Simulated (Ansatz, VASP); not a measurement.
## AlGa3O6: VASP beside Ansatz

```
CELL_PARAMETERS angstrom
3.04637 0.20104 0.07439
0.24510 4.92881 0.41643
0.18871 0.86646 7.98054
ATOMIC_POSITIONS crystal
Al 0.62294 0.33234 0.10061
Ga 0.28574 0.96022 0.84214
Ga 0.21184 0.80201 0.28308
Ga 0.75220 0.48134 0.64508
O 0.71620 0.69650 0.40874
O 0.36916 0.67895 0.07927
O 0.29030 0.27406 0.63414
O 0.81761 0.76286 0.76267
O 0.73372 0.17765 0.92027
O 0.13168 0.19079 0.21230
```

Alike in both runs: functional PBE; k mesh 6 × 4 × 2; occupations gaussian, width 0.1 eV; collinear spin.

Ansatz relaxed the structure, and its values are those at the end. VASP's run is a single point on that final structure, the one shown.

|  | VASP | Ansatz |
| --- | --- | --- |
| version | VASP 6.6.1 | Ansatz 0.2.0 |
| potentials or method | VASP PAW PBE potentials, release 64 (Al, Ga_d, O), cutoff 520 eV | scalar-relativistic, plane waves, PAW |
| valence electrons in the cell | 78 | 78 |

```csv
,VASP,Ansatz,Ansatz less VASP
gap on the k mesh at the Fermi level (eV),2.42,2.44,+0.018
least direct gap on the mesh (eV),2.43,2.45,+0.020
pressure (GPa),0.4,0.0,-0.39
rms of the force components (eV/Å),0.014,0.004,-0.0102
net moment per atom (μB),0.00,0.00,0.000
```

Ansatz's warnings: seeded moment not kept.
